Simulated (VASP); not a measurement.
Write the native input for VASP 6.6.1 that does the following.

| Property | Result |
| --- | --- |
| Task | single point |
| Functional | PBE0 |
| Potentials or basis | VASP PAW PBE potentials, release 64 (Re) |
| Cutoff | 520 eV |
| k mesh | 6 × 6 × 2 |
| Occupations | fermi-dirac, width 0.05 eV |
| Spin | no spin polarisation |
| Dipole correction | no |
| Grid for exact exchange (PRECFOCK) | Normal |
| Further INCAR settings | ALGO = Normal; EDIFF = 1e-07; NBANDS = 22 |

Re:

```xyz
4
Lattice="2.7664 0.0000 0.0000 -1.3832 2.3958 0.0000 0.0000 0.0000 8.9388" Properties=species:S:1:pos:R:3 pbc="T T T"
Re    1.3832    0.7986    6.7041
Re    0.0000    0.0000    4.4694
Re    0.0000    1.5972    2.2347
Re    0.0000    0.0000    0.0000
```

The input as run:

POSCAR

```
Re
1.0
    2.7663873939      0.0000000000      0.0000000000
   -1.3831936969      2.3957617598      0.0000000000
    0.0000000000      0.0000000000      8.9388451600
Re
4
Direct
    0.6666666667      0.3333333333      0.7500000000
    0.0000000000      0.0000000000      0.5000000000
    0.3333333333      0.6666666667      0.2500000000
    0.0000000000      0.0000000000      0.0000000000
```

INCAR.step1

```
  PREC = Accurate
  ENCUT = 520
  EDIFF = 1E-5
  ISMEAR = -1
  SIGMA = 0.05
  LREAL = F
  LASPH = T
  NELM = 60
  ALGO = Normal
  ISIF = 2
  LWAVE = T
  NBANDS = 22
  GGA = PE
  LUSENCCL = F
```

INCAR.step2

```
  PREC = Accurate
  ENCUT = 520
  EDIFF = 1E-7
  ISMEAR = -1
  SIGMA = 0.05
  LREAL = F
  LASPH = T
  NELM = 60
  ALGO = Normal
  ISIF = 2
  LWAVE = F
  LCHARG = T
  GGA = PE
  LHFCALC = T
  AEXX = 0.25
  PRECFOCK = Normal
  LELF = T
  LVHAR = T
  NBANDS = 22
  ISTART = 1
  LUSENCCL = F
```

KPOINTS

```
regular mesh
0
Gamma
  6 6 2
```

Potentials or basis: VASP PAW PBE potentials, release 64 (Re).

Launch:

```sh
$ cat potpaw_PBE.64/Re/POTCAR > POTCAR
$ cp INCAR.step1 INCAR
$ mpirun -np 1 vasp_std > vasp.out
$ cp INCAR.step2 INCAR
$ mpirun -np 1 vasp_std > vasp.out
```

It gave:

```json
{"Pressure": "-11.6 GPa", "Band gap on the k mesh": "zero (band 14 reaches 8.85 eV, above the bottom of band 15 at 5.80 eV)"}
```

Caveat: the k points lie up to 0.44 Å⁻¹ apart; the PAW data sets were made with another functional, which shifts forces and pressure a little; spin-orbit coupling is left out, which moves the levels of the heavy elements.

It took 6.3 min on 1 × NVIDIA H100 80GB with 1 thread of AMD EPYC 7R13 Processor (Zen 3) (shared host), peak memory 1.2 GiB.
